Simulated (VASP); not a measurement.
Wanted: the native input for a VASP 6.6.1 run.

- Task: electric field gradients
- Functional: PBE
- Potentials or basis: VASP PAW PBE potentials, release 64 (Mo_sv, S)
- Cutoff: 520 eV
- k mesh: 10 × 10 × 3
- Occupations: fermi-dirac, width 0.03 eV
- Spin: no spin polarisation
- Dipole correction: no
- Further INCAR settings: ALGO = Normal; EDIFF = 1e-08; NBANDS = 35

The structure of MoS2 lies in POSCAR:

```
MoS2
1.0
    3.0661715536      0.0000000000      0.0000000000
   -1.5330857768      2.6553824578      0.0000000000
    0.0000000000      0.0000000000     12.2950000000
Mo S
2 4
Direct
    0.3333333333      0.6666666667      0.2500000000
    0.6666666667      0.3333333333      0.7500000000
    0.3333333333      0.6666666667      0.6275000000
    0.6666666667      0.3333333333      0.1275000000
    0.3333333333      0.6666666667      0.8725000000
    0.6666666667      0.3333333333      0.3725000000
```

This cell differs from its parent crystal: equal xx and yy strain of -3 %.

The input as run:

INCAR

```
SYSTEM = MoS2
  PREC = Accurate
  ENCUT = 520
  EDIFF = 1E-8
  ISMEAR = -1
  SIGMA = 0.03
  LREAL = .FALSE.
  LASPH = .TRUE.
  NELM = 80
  ALGO = Normal
  ISIF = 2
  LWAVE = .FALSE.
  LCHARG = .FALSE.
  GGA = PE
  LEFG = .TRUE.
  NBANDS = 35
```

KPOINTS

```
Automatic mesh
0
G
  10 10 3
  0 0 0
```

Potentials or basis: VASP PAW PBE potentials, release 64 (Mo_sv, S).

Command:

```console
$ cat potpaw_PBE.64/Mo_sv/POTCAR potpaw_PBE.64/S/POTCAR > POTCAR
$ mpirun -np 1 vasp_std > vasp.out
```

It gave:

The pressure is 20.4 GPa, the largest force is 2.004 eV/Å and the band gap on the k mesh is 1.05 eV, indirect (least direct gap 2.16 eV).

Caveat: the cell differs from its parent crystal (equal xx and yy strain of -3 %); without QUAD_EFG the Cq values of the log hold for a quadrupole moment of 1 mb, not for the nuclei; this functional lacks dispersion, which binds the layers, so the pressure and a relaxed spacing across them are unreliable; forces of over 1 eV/Å act on the atoms, so gaps and moduli don't describe the material at rest.

Wall time 98 s on 1 thread of Intel(R) Xeon(R) Platinum 8375C CPU @ 2.90GHz (Ice Lake), with other jobs on the host, peak memory 0.26 GiB.
